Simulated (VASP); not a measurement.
# KScSe2 (I4_1/amd) in VASP: single point with r2SCAN+rVV10

Aim: the single point of KScSe2 with r2SCAN+rVV10.

All numbers are computed with VASP 6.6.1; they aren't measurements. Logs are shortened: lines on timing, memory, paths and dates and some standing lists are left out, and cuts for length are marked.

**1. The cell of the first run**

It takes space group I4_1/amd (No. 141, tetragonal). Conventional cell: a = 5.894 Å, b = 5.894 Å, c = 11.803 Å, α = 90.00°, β = 90.00°, γ = 90.00°. Within 3.9 Å of K (site symmetry -4m2) lie 6 Se at 2.97 to 3.28 Å. Se (site symmetry 2mm) has 3 Sc at 2.62 to 2.97 Å and 3 K at 2.97 to 3.28 Å within 3.5 Å. Sc (site symmetry -4m2) has 6 Se at 2.62 to 2.97 Å within 3.5 Å.

**2. Single point, r2SCAN+rVV10**

Contents of POSCAR:

```
KScSe2
1.0
   -2.9468359066      2.9468359066      5.9015315988
    2.9468359066     -2.9468359066      5.9015315988
    2.9468359066      2.9468359066     -5.9015315988
K Se Sc
2 4 2
Direct
    0.7500000000      0.2500000000      0.5000000000
    0.0000000000      0.0000000000      0.0000000000
    0.4719411408     -0.0280588592      0.5000000000
    0.7219411408      0.7219411408      0.0000000000
    0.0280588592      0.5280588592      0.5000000000
    0.2780588592      0.2780588592      0.0000000000
    0.2500000000      0.7500000000      0.5000000000
    0.5000000000      0.5000000000      0.0000000000
```

Contents of INCAR.step1:

```
SYSTEM = KScSe2
  ALGO = Normal
  EDIFF = 1E-4
  ENCUT = 520
  GGA = PE
  ISMEAR = -1
  LASPH = .True.
  LCHARG = .False.
  LREAL = .False.
  LWAVE = .True.
  NBANDS = 42
  NELM = 100
  PREC = Accurate
  SIGMA = 0.03
```

Contents of INCAR.step2:

```
SYSTEM = KScSe2
  ALGO = Normal
  BPARAM = 11.95
  CPARAM = 0.0093
  EDIFF = 1E-7
  ENCUT = 520
  ISIF = 2
  ISMEAR = -1
  ISTART = 1
  IVDW_NL = 2
  LASPH = .True.
  LCHARG = .False.
  LMIXTAU = .True.
  LREAL = .False.
  LUSE_VDW = .True.
  LWAVE = .False.
  METAGGA = R2SCAN
  NBANDS = 42
  NELM = 100
  PREC = Accurate
  SIGMA = 0.03
```

Contents of KPOINTS:

```
k-points
0
Gamma
  6 6 6
  0 0 0
```

Potentials or basis: VASP PAW PBE potentials, release 64 (K_sv, Se, Sc_sv).

Launch:

```console
$ cat potpaw_PBE.64/K_sv/POTCAR potpaw_PBE.64/Se/POTCAR potpaw_PBE.64/Sc_sv/POTCAR > POTCAR
$ cp INCAR.step1 INCAR
$ mpirun -np 1 vasp_std > vasp.out
$ cp INCAR.step2 INCAR
$ mpirun -np 1 vasp_std > vasp.out
```

OUTCAR:

```text
SYSTEM = KScSe2
   BPARAM = 11.95
   EDIFF = 1E-7
   ENCUT = 520
   ISIF = 2
   ISMEAR = -1
   ISTART = 1
   IVDW_NL = 2
   LASPH = .True.
   LREAL = .False.
   METAGGA = R2SCAN
   NELM = 100
   PREC = Accurate

 ion  position               nearest neighbor table
   1  0.750  0.250  0.500-   6 2.97   4 2.97   6 2.97   4 2.97   3 3.28   5 3.28
   2  0.000  0.000  0.000-   5 2.97   3 2.97   5 2.97   3 2.97   4 3.28   6 3.28
   3  0.472  0.972  0.500-   7 2.62   8 2.97   2 2.97   2 2.97   8 2.97   1 3.28
   4  0.722  0.722  0.000-   8 2.62   1 2.97   7 2.97   1 2.97   7 2.97   2 3.28
   5  0.028  0.528  0.500-   7 2.62   2 2.97   8 2.97   2 2.97   8 2.97   1 3.28
   6  0.278  0.278  0.000-   8 2.62   7 2.97   1 2.97   7 2.97   1 2.97   2 3.28
   7  0.250  0.750  0.500-   3 2.62   5 2.62   6 2.97   4 2.97   6 2.97   4 2.97
   8  0.500  0.500  0.000-   4 2.62   6 2.62   5 2.97   3 2.97   5 2.97   3 2.97

  LATTYP: Found a body centered tetragonal cell.
 ALAT       =     5.8936718132
 C/A-ratio  =     2.0026671949

  Lattice vectors:

 A1 = (  -2.9468359066,   2.9468359066,   5.9015315988)
 A2 = (   2.9468359066,  -2.9468359066,   5.9015315988)
 A3 = (   2.9468359066,   2.9468359066,  -5.9015315988)

Analysis of symmetry for initial positions (statically):
=====================================================================
 Subroutine PRICEL returns:
 Original cell was already a primitive cell.

 Routine SETGRP: Setting up the symmetry group for a
 body centered tetragonal supercell.

 Subroutine GETGRP returns: Found 16 space group operations
 (whereof  8 operations were pure point group operations)
 out of a pool of 16 trial point group operations.

The static configuration has the point symmetry D_2d.
 The point group associated with its full space group is D_4h.

Analysis of symmetry for dynamics (positions and initial velocities):
=====================================================================
 Subroutine PRICEL returns:
 Original cell was already a primitive cell.

 Routine SETGRP: Setting up the symmetry group for a
 body centered tetragonal supercell.

 Subroutine GETGRP returns: Found 16 space group operations
 (whereof  8 operations were pure point group operations)
 out of a pool of 16 trial point group operations.

The dynamic configuration has the point symmetry D_2d.
 The point group associated with its full space group is D_4h.

 Subroutine INISYM returns: Found 16 space group operations
 (whereof  8 operations are pure point group operations),
 and found     1 'primitive' translations

----------------------------------------------------------------------------------------

                                     Primitive cell

  volume of cell :     204.9919

  direct lattice vectors                    reciprocal lattice vectors
    -2.946835907  2.946835907  5.901531599     0.000000000  0.169673513  0.084723769
     2.946835907 -2.946835907  5.901531599     0.169673513  0.000000000  0.084723769
     2.946835907  2.946835907 -5.901531599     0.169673513  0.169673513  0.000000000

  length of vectors
     7.224663240  7.224663240  7.224663240     0.189650252  0.189650252  0.239954583

  position of ions in fractional coordinates (direct lattice)
     0.750000000  0.250000000  0.500000000
     0.000000000  0.000000000  0.000000000
     0.471941141  0.971941141  0.500000000
     0.721941141  0.721941141  0.000000000
     0.028058859  0.528058859  0.500000000
     0.278058859  0.278058859  0.000000000
     0.250000000  0.750000000  0.500000000
     0.500000000  0.500000000  0.000000000

  ion indices of the primitive-cell ions
   primitive index   ion index
                 1           1
                 2           2
                 3           3
                 4           4
                 5           5
                 6           6
                 7           7
                 8           8

----------------------------------------------------------------------------------------

 KPOINTS: k-points

Automatic generation of k-mesh.
 Grid dimensions read from file:
 generate k-points for:    6    6    6

 Generating k-lattice:

  Cartesian coordinates                     Fractional coordinates (reciprocal lattice)
     0.000000000  0.028278919  0.014120628     0.166666667  0.000000000  0.000000000
     0.028278919  0.000000000  0.014120628     0.000000000  0.166666667  0.000000000
     0.028278919  0.028278919  0.000000000     0.000000000  0.000000000  0.166666667

  Length of vectors
     0.031608375  0.031608375  0.039992431

  Shift w.r.t. Gamma in fractional coordinates (k-lattice)
     0.000000000  0.000000000  0.000000000

 Subroutine IBZKPT returns following result:
 ===========================================

 Found     30 irreducible k-points:

 Following reciprocal coordinates:
            Coordinates               Weight
  0.000000  0.000000  0.000000      1.000000
  0.166667  0.000000  0.000000      8.000000
  0.333333 -0.000000  0.000000      8.000000
  0.500000  0.000000  0.000000      4.000000
  0.166667  0.166667  0.000000      8.000000
  0.333333  0.166667  0.000000     16.000000
[... 16 lines left out ...]
 -0.333333 -0.333333  0.166667      8.000000
 -0.166667 -0.333333  0.166667      8.000000
 [... further k-points ...]
   k-points           NKPTS =     30   k-points in BZ     NKDIM =     30   number of bands    NBANDS=     42
   number of dos      NEDOS =    301   number of ions     NIONS =      8
   total plane-waves  NPLWV = 157464
   dimension x,y,z NGX =    54 NGY =   54 NGZ =   54
   dimension x,y,z NGXF=   108 NGYF=  108 NGZF=  108
   ions per type =               2   4   2
   NGX,Y,Z   is equivalent  to a cutoff of  12.43, 12.43, 12.43 a.u.
   NGXF,Y,Z  is equivalent  to a cutoff of  24.85, 24.85, 24.85 a.u.
 SYSTEM =  KScSe2
   PREC   = accura    normal or accurate (medium, high low for compatibility)
   ISTART =      1    job   : 0-new  1-cont  2-samecut
   ICHARG =      0    charge: 1-file 2-atom 10-const
   ISPIN  =      1    spin polarized calculation?
   LNONCOLLINEAR =      F non collinear calculations
   LSORBIT =      F    spin-orbit coupling
   LASPH  =      T    aspherical Exc in radial PAW
   ENCUT  =  520.0 eV  38.22 Ry    6.18 a.u.  13.43 13.43 13.43*2*pi/ulx,y,z
   NELM   =    100;   NELMIN=  2; NELMDL=  0     # of ELM steps
   EDIFF  = 0.1E-06   stopping-criterion for ELM
   LREAL  =      F    real-space projection
   EDIFFG = 0.1E-05   stopping-criterion for IOM
   NSW    =      0    number of steps for IOM
   IBRION =     -1    ionic relax: 0-MD 1-quasi-New 2-CG
   NFREE  =      0    steps in history (QN), initial steepest desc. (CG)
   ISIF   =      2    stress and relaxation
   ISYM   =      2    0-nonsym 1-usesym 2-fastsym
   POTIM  = 0.5000    time-step for ionic-motion
   TEBEG  =    0.0;   TEEND  =   0.0 temperature during run
   PSTRESS=    0.0 pullay stress
   NELECT =      64.0000    total number of electrons
   NUPDOWN=      -1.0000    fix difference up-down
   EMIN   =  10.00;   EMAX   =-10.00  energy-range for DOS
   EFERMI =   0.00;   METHOD = LEGACY
   ISMEAR =    -1;   SIGMA  =   0.03  broadening in eV -4-tet -1-fermi 0-gaus
   EFERMI_NEDOS =   21; number of points for ismear=-14 and -15
   IALGO  =     38    algorithm
   IMIX   =      4    mixing-type and parameters
     AMIX     =   0.40;   BMIX     =  1.00
     AMIX_MAG =   1.60;   BMIX_MAG =  1.00
  volume/ion in A,a.u.               =      25.62       172.92
  Fermi-wavevector in a.u.,A,eV,Ry     =   1.110596  2.098721 16.781733  1.233423
  Thomas-Fermi vector in A             =   2.247149
   LORBIT       =      0    0 simple, 1 ext, 2 COOP (PROOUT), +10 PAW based schemes
   METAGGA = R2SCAN    functional components
   LHFCALC =     F    Hartree Fock is set to
   AEXX    =    0.0000 exact exchange contribution
   IVDW_NL    =     2    kernel type
   BPARAM     =11.9500
   IVDW    =     0    specifies the selected vdW correction
   LEPSILON=     F    determine dielectric tensor
   LRPA    =     F    only Hartree local field effects (RPA)
 non-spin polarized calculation
  energy-cutoff  :      520.00
  volume of cell :      204.99
 maximum number of plane-waves:      5554
 NGX is ok and might be reduce to    54
   NGX = 27   NGY = 27   NGZ = 27

 number of electron      64.0000001 magnetization

 Free energy of the ion-electron system (eV)
  ---------------------------------------------------
  ext. energy  EPLUGINS =         0.00000000
  ---------------------------------------------------
  free energy    TOTEN  =      -103.57856201 eV

  energy without entropy =     -103.57856201  energy(sigma->0) =     -103.57856201

 E-fermi :   2.2757     XC(G=0):  -9.6057

 val. band max:        1.6815267501   @ k =   0.0000   0.0000   0.0000
 cond. band min:       3.1435911337   @ k =   0.0000   0.0000   0.0000
 fundamental gap:      1.4620643836
 Fermi energy:         2.2756615008

 k-point     1 :       0.0000    0.0000    0.0000
  band No.  band energies     occupation
      1     -50.2147      2.00000
      2     -50.2131      2.00000
      3     -27.9996      2.00000
      4     -27.9828      2.00000
      5     -27.8670      2.00000
      6     -27.8670      2.00000
[... 34 lines left out ...]
     41       4.5624      0.00000
     42       4.8612      0.00000

 k-point     2 :       0.1667    0.0000    0.0000
  band No.  band energies     occupation
      1     -50.2146      2.00000
      2     -50.2131      2.00000
      3     -27.9990      2.00000
      4     -27.9837      2.00000
      5     -27.8672      2.00000
      6     -27.8667      2.00000
[... 34 lines left out ...]
     41       5.0077      0.00000
     42       5.0927      0.00000

 k-point     3 :       0.3333   -0.0000    0.0000
  band No.  band energies     occupation
      1     -50.2144      2.00000
      2     -50.2133      2.00000
      3     -27.9975      2.00000
      4     -27.9857      2.00000
      5     -27.8675      2.00000
      6     -27.8657      2.00000
[... 34 lines left out ...]
     41       5.6156      0.00000
     42       5.8806      0.00000

 k-point     4 :       0.5000    0.0000    0.0000
  band No.  band energies     occupation
      1     -50.2143      2.00000
      2     -50.2135      2.00000
      3     -27.9965      2.00000
      4     -27.9870      2.00000
      5     -27.8676      2.00000
      6     -27.8639      2.00000
[... 844 lines left out ...]
     41       5.5621      0.00000
     42       5.8754      0.00000

 k-point    23 :      -0.3333   -0.3333    0.1667
  band No.  band energies     occupation
      1     -50.2142      2.00000
      2     -50.2135      2.00000
      3     -27.9954      2.00000
      4     -27.9879      2.00000
      5     -27.8674      2.00000
      6     -27.8674      2.00000
[... 34 lines left out ...]
     41       5.0841      0.00000
     42       5.2014      0.00000

 k-point    24 :      -0.1667   -0.3333    0.1667
  band No.  band energies     occupation
      1     -50.2144      2.00000
      2     -50.2133      2.00000
      3     -27.9972      2.00000
      4     -27.9859      2.00000
      5     -27.8677      2.00000
      6     -27.8672      2.00000
[... 34 lines left out ...]
     41       4.9971      0.00000
     42       5.0788      0.00000

 [... further k-points ...]

------------------------ aborting loop because EDIFF is reached ----------------------------------------

  FORCE on cell =-STRESS in cart. coord.  units (eV):
  Direction    XX          YY          ZZ          XY          YZ          ZX
  --------------------------------------------------------------------------------------
  -------------------------------------------------------------------------------------
  Total        0.2983774      0.2983774      0.4239442      0.0000000     -0.0000000      0.0000000
  in kB        2.3320608      2.3320608      3.3134670      0.0000000     -0.0000000      0.0000000
  external PRESSURE =       2.6591962 kB  Pullay stress =       0.0000000 kB

 VOLUME and BASIS-vectors are now :
 -----------------------------------------------------------------------------
  energy-cutoff  :      520.00
  volume of cell :      204.99
      direct lattice vectors                 reciprocal lattice vectors
    -2.946835907  2.946835907  5.901531599     0.000000000  0.169673513  0.084723769
     2.946835907 -2.946835907  5.901531599     0.169673513  0.000000000  0.084723769
     2.946835907  2.946835907 -5.901531599     0.169673513  0.169673513  0.000000000

 POSITION                                       TOTAL-FORCE (eV/Angst)
 -----------------------------------------------------------------------------------
      0.00000      2.94684      2.95077         0.000000      0.000000     -0.000000
      0.00000      0.00000      0.00000         0.000000      0.000000     -0.000000
      2.94684      0.00000      5.57035         0.000000     -0.000000      0.026178
      0.00000      0.00000      8.52112        -0.000000      0.000000      0.026178
      2.94684      0.00000      0.33118         0.000000     -0.000000     -0.026178
      0.00000      0.00000      3.28195        -0.000000      0.000000     -0.026178
      2.94684      0.00000      2.95077         0.000000      0.000000     -0.000000
      0.00000      0.00000      5.90153         0.000000      0.000000     -0.000000
 -----------------------------------------------------------------------------------
    total drift:                               -0.000000     -0.000000      0.000000

  FREE ENERGIE OF THE ION-ELECTRON SYSTEM (eV)
  ---------------------------------------------------
  free  energy   TOTEN  =      -103.5785620150 eV

  energy  without entropy=     -103.5785620150  energy(sigma->0) =     -103.57856201
```

Run time: 32 min. Hardware: 1 thread of Intel Xeon Platinum 8259CL at 2.50GHz (Skylake/Cascade Lake), shared host; peak memory 1.1 GiB.

What came out:

| Quantity | Value |
| --- | --- |
| Free energy | -103.5786 eV |
| Pressure | 0.3 GPa |
| Largest force | 0.026 eV/Å |
| Band gap on the k mesh | 1.46 eV |

Forces in eV/Å, atoms in the order of the input:
```
K    0.000  0.000  0.000
K    0.000  0.000  0.000
Se   0.000  0.000  0.026
Se   0.000  0.000  0.026
Se   0.000  0.000 -0.026
Se   0.000  0.000 -0.026
Sc   0.000  0.000  0.000
Sc   0.000  0.000  0.000
```

Caveat: the PAW data sets were made with another functional, which shifts forces and pressure a little.
